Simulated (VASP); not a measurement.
# Cr (Pm-3m) in VASP: notebook

The runs below take Cr through single point, with PBEsol.

Everything below comes from runs of VASP 6.6.1. Logs are shortened: lines on timing, memory, paths and dates and some standing lists are left out, and cuts for length are marked.

## (1) The cell of the first run

Symmetry: Pm-3m, No. 221, cubic system. The conventional cell has a = 2.276 Å, b = 2.276 Å, c = 2.276 Å, α = 90.00°, β = 90.00°, γ = 90.00°. Within 3.0 Å of Cr (site symmetry m-3m) lie 6 Cr at 2.28 Å.

## (2) Single point, PBEsol (volume scaled by 0.96)

INCAR

```
SYSTEM = Cr
  ALGO = Normal
  EDIFF = 1E-6
  ENCUT = 520
  GGA = PS
  ISIF = 2
  ISMEAR = -1
  LASPH = .True.
  LCHARG = .False.
  LREAL = .False.
  LWAVE = .False.
  NBANDS = 12
  NELM = 60
  PREC = Accurate
  SIGMA = 0.1
```

KPOINTS

```
k-points
0
Gamma
  15 15 15
  0 0 0
```

POSCAR

```
Cr
1.0
    2.2757918341      0.0000000000      0.0000000000
    0.0000000000      2.2757918341      0.0000000000
    0.0000000000      0.0000000000      2.2757918341
Cr
1
Direct
    0.0000000000      0.0000000000      0.0000000000
```

Potentials or basis: VASP PAW PBE potentials, release 64 (Cr_pv).

Run with:

```bash
$ cat potpaw_PBE.64/Cr_pv/POTCAR > POTCAR
$ mpirun -np 1 vasp_std > vasp.out
```

OUTCAR:

```text
SYSTEM = Cr
   EDIFF = 1E-6
   ENCUT = 520
   GGA = PS
   ISIF = 2
   ISMEAR = -1
   LASPH = .True.
   LREAL = .False.
   NELM = 60
   PREC = Accurate

 ion  position               nearest neighbor table
   1  0.000  0.000  0.000-

  LATTYP: Found a simple cubic cell.
 ALAT       =     2.2757918341

  Lattice vectors:

 A1 = (   2.2757918341,   0.0000000000,   0.0000000000)
 A2 = (   0.0000000000,   2.2757918341,   0.0000000000)
 A3 = (   0.0000000000,   0.0000000000,   2.2757918341)

Analysis of symmetry for initial positions (statically):
=====================================================================
 Subroutine PRICEL returns:
 Original cell was already a primitive cell.

 Routine SETGRP: Setting up the symmetry group for a
 simple cubic supercell.

 Subroutine GETGRP returns: Found 48 space group operations
 (whereof 48 operations were pure point group operations)
 out of a pool of 48 trial point group operations.

The static configuration has the point symmetry O_h .

Analysis of symmetry for dynamics (positions and initial velocities):
=====================================================================
 Subroutine PRICEL returns:
 Original cell was already a primitive cell.

 Routine SETGRP: Setting up the symmetry group for a
 simple cubic supercell.

 Subroutine GETGRP returns: Found 48 space group operations
 (whereof 48 operations were pure point group operations)
 out of a pool of 48 trial point group operations.

The dynamic configuration has the point symmetry O_h .

 Subroutine INISYM returns: Found 48 space group operations
 (whereof 48 operations are pure point group operations),
 and found     1 'primitive' translations

----------------------------------------------------------------------------------------

                                     Primitive cell

  volume of cell :      11.7868

  direct lattice vectors                    reciprocal lattice vectors
     2.275791834  0.000000000  0.000000000     0.439407500  0.000000000  0.000000000
     0.000000000  2.275791834  0.000000000     0.000000000  0.439407500  0.000000000
     0.000000000  0.000000000  2.275791834     0.000000000  0.000000000  0.439407500

  length of vectors
     2.275791834  2.275791834  2.275791834     0.439407500  0.439407500  0.439407500

  position of ions in fractional coordinates (direct lattice)
     0.000000000  0.000000000  0.000000000

  ion indices of the primitive-cell ions
   primitive index   ion index
                 1           1

----------------------------------------------------------------------------------------

 KPOINTS: k-points

Automatic generation of k-mesh.
 Grid dimensions read from file:
 generate k-points for:   15   15   15

 Generating k-lattice:

  Cartesian coordinates                     Fractional coordinates (reciprocal lattice)
     0.029293833  0.000000000  0.000000000     0.066666667  0.000000000  0.000000000
     0.000000000  0.029293833  0.000000000     0.000000000  0.066666667  0.000000000
     0.000000000  0.000000000  0.029293833     0.000000000  0.000000000  0.066666667

  Length of vectors
     0.029293833  0.029293833  0.029293833

  Shift w.r.t. Gamma in fractional coordinates (k-lattice)
     0.000000000  0.000000000  0.000000000

 Subroutine IBZKPT returns following result:
 ===========================================

 Found    120 irreducible k-points:

 Following reciprocal coordinates:
            Coordinates               Weight
  0.000000  0.000000  0.000000      1.000000
  0.066667  0.000000  0.000000      6.000000
  0.133333  0.000000  0.000000      6.000000
  0.200000  0.000000  0.000000      6.000000
  0.266667  0.000000  0.000000      6.000000
  0.333333  0.000000  0.000000      6.000000
[... 16 lines left out ...]
  0.266667  0.200000  0.000000     24.000000
  0.333333  0.200000  0.000000     24.000000
 [... further k-points ...]
   k-points           NKPTS =    120   k-points in BZ     NKDIM =    120   number of bands    NBANDS=     12
   number of dos      NEDOS =    301   number of ions     NIONS =      1
   total plane-waves  NPLWV =   5832
   dimension x,y,z NGX =    18 NGY =   18 NGZ =   18
   dimension x,y,z NGXF=    36 NGYF=   36 NGZF=   36
   ions per type =               1
   NGX,Y,Z   is equivalent  to a cutoff of  13.15, 13.15, 13.15 a.u.
   NGXF,Y,Z  is equivalent  to a cutoff of  26.30, 26.30, 26.30 a.u.
 SYSTEM =  Cr
   PREC   = accura    normal or accurate (medium, high low for compatibility)
   ISTART =      0    job   : 0-new  1-cont  2-samecut
   ICHARG =      2    charge: 1-file 2-atom 10-const
   ISPIN  =      1    spin polarized calculation?
   LNONCOLLINEAR =      F non collinear calculations
   LSORBIT =      F    spin-orbit coupling
   LASPH  =      T    aspherical Exc in radial PAW
   ENCUT  =  520.0 eV  38.22 Ry    6.18 a.u.   4.23  4.23  4.23*2*pi/ulx,y,z
   NELM   =     60;   NELMIN=  2; NELMDL= -5     # of ELM steps
   EDIFF  = 0.1E-05   stopping-criterion for ELM
   LREAL  =      F    real-space projection
   EDIFFG = 0.1E-04   stopping-criterion for IOM
   NSW    =      0    number of steps for IOM
   IBRION =     -1    ionic relax: 0-MD 1-quasi-New 2-CG
   NFREE  =      0    steps in history (QN), initial steepest desc. (CG)
   ISIF   =      2    stress and relaxation
   ISYM   =      2    0-nonsym 1-usesym 2-fastsym
   POTIM  = 0.5000    time-step for ionic-motion
   TEBEG  =    0.0;   TEEND  =   0.0 temperature during run
   PSTRESS=    0.0 pullay stress
   NELECT =      12.0000    total number of electrons
   NUPDOWN=      -1.0000    fix difference up-down
   EMIN   =  10.00;   EMAX   =-10.00  energy-range for DOS
   EFERMI =   0.00;   METHOD = LEGACY
   ISMEAR =    -1;   SIGMA  =   0.10  broadening in eV -4-tet -1-fermi 0-gaus
   EFERMI_NEDOS =   21; number of points for ismear=-14 and -15
   IALGO  =     38    algorithm
   IMIX   =      4    mixing-type and parameters
     AMIX     =   0.40;   BMIX     =  1.00
     AMIX_MAG =   1.60;   BMIX_MAG =  1.00
  volume/ion in A,a.u.               =      11.79        79.54
  Fermi-wavevector in a.u.,A,eV,Ry     =   1.646908  3.112205 36.903170  2.712306
  Thomas-Fermi vector in A             =   2.736457
   LORBIT       =      0    0 simple, 1 ext, 2 COOP (PROOUT), +10 PAW based schemes
   GGA     = PS    functional components
   LHFCALC =     F    Hartree Fock is set to
   AEXX    =    0.0000 exact exchange contribution
   IVDW    =     0    specifies the selected vdW correction
   LEPSILON=     F    determine dielectric tensor
   LRPA    =     F    only Hartree local field effects (RPA)
 non-spin polarized calculation
  energy-cutoff  :      520.00
  volume of cell :       11.79
 maximum number of plane-waves:       328
 NGX is ok and might be reduce to    18
   NGX =  9   NGY =  9   NGZ =  9

 number of electron      11.9999988 magnetization

 Free energy of the ion-electron system (eV)
  ---------------------------------------------------
  ext. energy  EPLUGINS =         0.00000000
  ---------------------------------------------------
  free energy    TOTEN  =        -9.18244145 eV

  energy without entropy =       -9.13410106  energy(sigma->0) =       -9.15827125

 E-fermi :  10.6125     XC(G=0): -13.5855

 val. band max:       10.6112585047   @ k =   0.4667   0.4000   0.2000
 cond. band min:      10.6215190024   @ k =   0.3333   0.3333   0.2000
 fundamental gap:      0.0102604977
 Fermi energy:        10.6125427837

 k-point     1 :       0.0000    0.0000    0.0000
  band No.  band energies     occupation
      1     -31.6366      2.00000
      2     -31.6366      2.00000
      3     -31.6366      2.00000
      4       2.9504      2.00000
      5       7.1008      2.00000
      6       7.1008      2.00000
      7      13.3691      0.00000
      8      13.3691      0.00000
      9      13.3691      0.00000
     10      18.2087      0.00000
     11      31.2272      0.00000
     12      31.2272      0.00000

 k-point     2 :       0.0667    0.0000    0.0000
  band No.  band energies     occupation
      1     -31.6970      2.00000
      2     -31.6315      2.00000
      3     -31.6315      2.00000
      4       3.1033      2.00000
      5       7.1352      2.00000
      6       7.2194      2.00000
      7      13.2566      0.00000
      8      13.2566      0.00000
      9      13.3777      0.00000
     10      18.2087      0.00000
     11      29.9190      0.00000
     12      31.4609      0.00000

 k-point     3 :       0.1333    0.0000    0.0000
  band No.  band energies     occupation
      1     -31.8660      2.00000
      2     -31.6169      2.00000
      3     -31.6169      2.00000
      4       3.5427      2.00000
      5       7.2335      2.00000
      6       7.5636      2.00000
      7      12.9490      0.00000
      8      12.9490      0.00000
      9      13.4021      0.00000
     10      18.2087      0.00000
     11      27.5016      0.00000
     12      32.1340      0.00000
[... 286 lines left out ...]
 k-point    23 :       0.2667    0.2000    0.0000
  band No.  band energies     occupation
      1     -32.3294      2.00000
      2     -32.0255      2.00000
      3     -31.5309      2.00000
      4       5.9483      2.00000
      5       8.1046      2.00000
      6       9.3334      1.99999
      7      11.5910      0.00011
      8      12.1687      0.00000
      9      12.7222      0.00000
     10      18.2087      0.00000
     11      23.6591      0.00000
     12      27.4687      0.00000

 k-point    24 :       0.3333    0.2000    0.0000
  band No.  band energies     occupation
      1     -32.5803      2.00000
      2     -31.9965      2.00000
      3     -31.5076      2.00000
      4       6.5875      2.00000
      5       8.1920      2.00000
      6       9.5984      1.99992
      7      11.7816      0.00002
      8      11.9870      0.00000
      9      12.7736      0.00000
     10      18.2086      0.00000
     11      21.6276      0.00000
     12      28.3178      0.00000

 [... further k-points ...]
[... 5 lines left out ...]
  --------------------------------------------------------------------------------------
  -------------------------------------------------------------------------------------
  Total        0.7215229      0.7215229      0.7215229     -0.0000000     -0.0000000     -0.0000000
  in kB       98.0760775     98.0760775     98.0760775     -0.0000000     -0.0000000     -0.0000000
  external PRESSURE =      98.0760775 kB  Pullay stress =       0.0000000 kB

 VOLUME and BASIS-vectors are now :
 -----------------------------------------------------------------------------
  energy-cutoff  :      520.00
  volume of cell :       11.79
      direct lattice vectors                 reciprocal lattice vectors
     2.275791834  0.000000000  0.000000000     0.439407500  0.000000000  0.000000000
     0.000000000  2.275791834  0.000000000     0.000000000  0.439407500  0.000000000
     0.000000000  0.000000000  2.275791834     0.000000000  0.000000000  0.439407500

 POSITION                                       TOTAL-FORCE (eV/Angst)
 -----------------------------------------------------------------------------------
      0.00000      0.00000      0.00000         0.000000      0.000000      0.000000
 -----------------------------------------------------------------------------------
    total drift:                                0.000000      0.000000      0.000000

  FREE ENERGIE OF THE ION-ELECTRON SYSTEM (eV)
  ---------------------------------------------------
  free  energy   TOTEN  =        -9.1824414451 eV

  energy  without entropy=       -9.1341010634  energy(sigma->0) =       -9.15827125
```

Run time: 6.6 s. Hardware: 1 thread of Intel Xeon 6975P-C, shared host; peak memory 0.13 GiB.

What came out:

```yaml
Free_energy: -9.1824 eV
Pressure: 9.8 GPa
Band_gap_on_the_k_mesh: zero (band 6 reaches 11.72 eV, above the bottom of band 7 at 9.83 eV)
```

Caveat: the cell differs from its parent crystal (volume scaled by 0.96); the PAW data sets were made with another functional, which shifts forces and pressure a little; the run has no spin polarisation, though such a crystal can be magnetic. Spin polarisation is off, so any magnetic state and its effect on volume and gap are missing.

## (3) Single point, PBEsol

This run uses another cell than the first one, of 12.28 Å³/atom, 1.042 times its volume.

INCAR

```
SYSTEM = Cr
ALGO     = Normal         ! electronic algorithm
EDIFF    = 1E-6           ! SCF threshold, eV
ENCUT    = 520            ! plane-wave cutoff, eV
GGA      = PS             ! functional
ISIF     = 2              ! what is computed and relaxed
ISMEAR   = -1             ! smearing method
LASPH    = .True.         ! aspherical terms in the spheres
LCHARG   = .True.         ! write CHGCAR
LELF     = .True.         ! ELF
LREAL    = .False.        ! projectors in reciprocal space
LVHAR    = .True.       
LWAVE    = .False.        ! write WAVECAR
NBANDS   = 12             ! bands
NELM     = 80             ! most SCF steps
PREC     = Accurate       ! precision mode
SIGMA    = 0.1            ! smearing width, eV
```

KPOINTS is that of step 2.

POSCAR

```
Cr
1.0
    2.3069709391      0.0000000000      0.0000000000
    0.0000000000      2.3069709391      0.0000000000
    0.0000000000      0.0000000000      2.3069709391
Cr
1
Direct
    0.0000000000      0.0000000000      0.0000000000
```

Potentials or basis: VASP PAW PBE potentials, release 64 (Cr_pv).

Run with:

```bash
$ cat potpaw_PBE.64/Cr_pv/POTCAR > POTCAR
$ mpirun -np 1 vasp_std > vasp.out
```

Wall time 6.8 s (1 thread of Intel Xeon 6975P-C, shared host); peak memory 0.13 GiB.

Results (log left out):

| Item | Value |
| --- | --- |
| Free energy | -9.1979 eV |
| Pressure | 0.5 GPa |
| Band gap on the k mesh | zero (band 6 reaches 11.10 eV, above the bottom of band 7 at 9.31 eV) |

Levels at points of the mesh, in eV from the Fermi level:
```csv
k point,band 2,band 3,band 4,band 5,band 6,band 7,band 8,band 9,band 10,band 11
"(0.00, 0.00, 0.00)",-42.30,-42.30,-7.51,-3.32,-3.32,2.61,2.61,2.61,7.56,20.09
```

Caveat: the PAW data sets were made with another functional, which shifts forces and pressure a little; the run has no spin polarisation, though such a crystal can be magnetic.

## (4) Single point, PBEsol (volume scaled by 1.04)

INCAR

```
SYSTEM = Cr
  ALGO = Normal
  EDIFF = 1E-6
  ENCUT = 520
  GGA = PS
  ISIF = 2
  ISMEAR = -1
  LASPH = .True.
  LCHARG = .False.
  LREAL = .False.
  LWAVE = .False.
  NBANDS = 12
  NELM = 60
  PREC = Accurate
  SIGMA = 0.1
```

KPOINTS is that of step 3.

POSCAR

```
Cr
1.0
    2.3373293013      0.0000000000      0.0000000000
    0.0000000000      2.3373293013      0.0000000000
    0.0000000000      0.0000000000      2.3373293013
Cr
1
Direct
    0.0000000000      0.0000000000      0.0000000000
```

Run with:

```bash
$ cat potpaw_PBE.64/Cr_pv/POTCAR > POTCAR
$ mpirun -np 1 vasp_std > vasp.out
```

It took 6 s on 1 thread of Intel Xeon 6975P-C, shared host; peak memory 0.13 GiB.

It converged, with:

| Property | Result |
| --- | --- |
| Free energy | -9.1874 eV |
| Pressure | -7.1 GPa |
| Band gap on the k mesh | zero (band 6 reaches 10.53 eV, above the bottom of band 7 at 8.83 eV) |

Levels at points of the mesh, in eV from the Fermi level:
| k point | band 4 | band 5 | band 6 | band 7 | band 8 | band 9 |
| --- | --- | --- | --- | --- | --- | --- |
| (0.00, 0.00, 0.00) | -7.36 | -3.15 | -3.15 | 2.48 | 2.48 | 2.48 |

Caveat: the cell differs from its parent crystal (volume scaled by 1.04); the PAW data sets were made with another functional, which shifts forces and pressure a little; the run has no spin polarisation, though such a crystal can be magnetic. Spin polarisation is off, so any magnetic state and its effect on volume and gap are missing.

## (5) Single point, PBEsol (volume scaled by 1.08)

INCAR

```
SYSTEM = Cr
PREC = Accurate ; ENCUT = 520
EDIFF = 1E-6 ; ISMEAR = -1
SIGMA = 0.1 ; LREAL = .FALSE.
LASPH = .TRUE. ; NELM = 80
ALGO = Normal ; ISIF = 2
LWAVE = .FALSE. ; LCHARG = .FALSE.
GGA = PS ; NBANDS = 12
```

KPOINTS

```
Automatic mesh
0
G
  15 15 15
  0 0 0
```

POSCAR

```
Cr
1.0
    2.3669188894      0.0000000000      0.0000000000
    0.0000000000      2.3669188894      0.0000000000
    0.0000000000      0.0000000000      2.3669188894
Cr
1
Direct
    0.0000000000      0.0000000000      0.0000000000
```

Run with:

```bash
$ cat potpaw_PBE.64/Cr_pv/POTCAR > POTCAR
$ mpirun -np 1 vasp_std > vasp.out
```

It took 7.2 s on 1 thread of Intel Xeon 6975P-C, shared host; peak memory 0.13 GiB.

The run converged. Its results:

| Item | Value |
| --- | --- |
| Free energy | -9.1560 eV |
| Pressure | -13.3 GPa |
| Band gap on the k mesh | zero (band 6 reaches 10.00 eV, above the bottom of band 7 at 8.38 eV) |

Levels at points of the mesh, in eV from the Fermi level:
```csv
k point,band 2,band 3,band 4,band 5,band 6,band 7,band 8,band 9,band 10,band 11
"(0.00, 0.00, 0.00)",-42.40,-42.40,-7.22,-3.00,-3.00,2.36,2.36,2.36,7.50,19.12
```

Caveat: the cell differs from its parent crystal (volume scaled by 1.08); the PAW data sets were made with another functional, which shifts forces and pressure a little; the run has no spin polarisation, though such a crystal can be magnetic. Spin polarisation is off, so any magnetic state and its effect on volume and gap are missing.

## (6) The runs side by side

```tsv
cell	gap on the mesh (eV)	pressure (GPa)
a = 2.276 Å, 1 atom	none	9.8
a = 2.307 Å, 1 atom	none	0.5
a = 2.337 Å, 1 atom	none	-7.1
a = 2.367 Å, 1 atom	none	-13.3
```

Alike in all rows: task single point; level PBEsol; potentials or basis VASP PAW PBE potentials, release 64 (Cr_pv); no spin polarisation; k mesh 15 × 15 × 15; cutoff (eV) 520; smearing fermi-dirac 0.1 eV.

Caveats: the PAW data sets were made with another functional, which shifts forces and pressure a little; the run has no spin polarisation, though such a crystal can be magnetic.

Absolute energies hang on the potentials; compare differences alone.
